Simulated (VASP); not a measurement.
Input of a VASP 6.6.1 run:

POSCAR

```
BePt
1.0
    0.0000000000      2.2824940500      2.2824940500
    2.2824940500      0.0000000000      2.2824940500
    2.2824940500      2.2824940500      0.0000000000
Be Pt
1 1
Direct
    0.0000000000      0.0000000000      0.0000000000
    0.5000000000      0.5000000000      0.5000000000
```

INCAR.step1

```
PREC = Accurate ; ENCUT = 520
EDIFF = 1E-5 ; ISMEAR = 0
SIGMA = 0.1 ; LREAL = False
LASPH = True ; NELM = 100
ALGO = Normal ; ISIF = 2
LWAVE = True ; LCHARG = False
GGA = PE ; NBANDS = 13
```

The input INCAR.step2:

```
PREC = Accurate ; ENCUT = 520
EDIFF = 1E-6 ; ISMEAR = 0
SIGMA = 0.1 ; LREAL = False
LASPH = True ; NELM = 100
ALGO = Normal ; ISIF = 2
LWAVE = False ; LCHARG = False
GGA = PE ; LHFCALC = True
HFSCREEN = 0.2079 ; PRECFOCK = Normal
ISTART = 1 ; NBANDS = 13
```

File KPOINTS:

```
Automatic mesh
0
Gamma
  5 5 5
```

Potentials or basis: VASP PAW PBE potentials, release 64 (Be, Pt).

Launch:

```sh
$ cat potpaw_PBE.64/Be/POTCAR potpaw_PBE.64/Pt/POTCAR > POTCAR
$ cp INCAR.step1 INCAR
$ mpirun -np 1 vasp_std > vasp.out
$ cp INCAR.step2 INCAR
$ mpirun -np 1 vasp_std > vasp.out
```

(1) Estimate the pressure.

Answers

(1) 6.9 GPa.

Caveat: the k points lie up to 0.48 Å⁻¹ apart; the PAW data sets were made with another functional, which shifts forces and pressure a little.
